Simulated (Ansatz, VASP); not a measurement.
Zr in VASP and in Ansatz

File INCAR:

```
PREC = Accurate ; ENCUT = 520
EDIFF = 1E-7 ; ISMEAR = -1
SIGMA = 0.1 ; LREAL = False
LASPH = True ; NELM = 100
ALGO = Normal ; ISIF = 2
LWAVE = False ; LCHARG = True
GGA = PE ; LELF = True
LVHAR = True ; NBANDS = 12
```

KPOINTS

```
regular mesh
0
Gamma
  16 16 14
```

The input POSCAR:

```
Zr
1.0
    2.3403987868      0.0000000000      0.0000000000
   -1.1701993934      2.0268448044      0.0000000000
    0.0000000000      0.0000000000      2.2642938997
Zr
1
Direct
    0.0000000000      0.0000000000      0.0000000000
```

Input for Ansatz:

```yaml
crystal:
  lattice:
    - [2.3403987868, 0.0, 0.0]
    - [-1.1701993934, 2.0268448044, 0.0]
    - [0.0, 0.0, 2.2642938997]
  atoms:
    - { symbol: Zr, position: [0.0, 0.0, 0.0] }
kpoints:
  mp_grid: { grid: [16, 16, 14] }
  band_path:
    path:
      - [0.0, 0.0, 0.0]
      - [0.5, 0.0, 0.0]
      - [0.3333333333, 0.3333333333, 0.0]
      - [0.0, 0.0, 0.0]
      - [0.0, 0.0, 0.5]
      - [0.5, 0.0, 0.5]
      - [0.3333333333, 0.3333333333, 0.5]
      - [0.0, 0.0, 0.5]
      - [0.5, 0.0, 0.5]
    npoints: 8
scf:
  occupations: { method: fermi_dirac, width: 0.1 }
hamiltonian:
  xc: pbe
  pseudopotentials: { kind: paw }
output:
  forces: true
  stress: true
  eigenvalues: true
  populations: true
  dos: { projected: true, de: 0.2, e_range: [-14, 8] }
```

Change from the starting cell: volume scaled by 0.45, PAW files.

Alike in both runs: task single point; functional PBE; k mesh 16 × 16 × 14; occupations fermi-dirac, width 0.1 eV; no spin polarisation.

|  | VASP | Ansatz |
| --- | --- | --- |
| version | VASP 6.6.1 | Ansatz 0.2.0 |
| potentials or method | VASP PAW PBE potentials, release 64 (Zr_sv) | PAW with Ansatz's default frozen-core files, scalar-relativistic |
| plane-wave cutoff (eV) | 520 | 420 |
| valence electrons in the cell | 12 | 12 |

|  | VASP | Ansatz | Ansatz less VASP |
| --- | --- | --- | --- |
| pressure (GPa) | 285.8 | 282.5 | -3.32 |
| traceless stress, the component that is largest in VASP (GPa) | 0.33 | 0.20 | -0.128 |

Both programs put the cell under a high pressure, so it lies far from rest at this level.

Noted on VASP's run: the cell as given lies far from equilibrium.
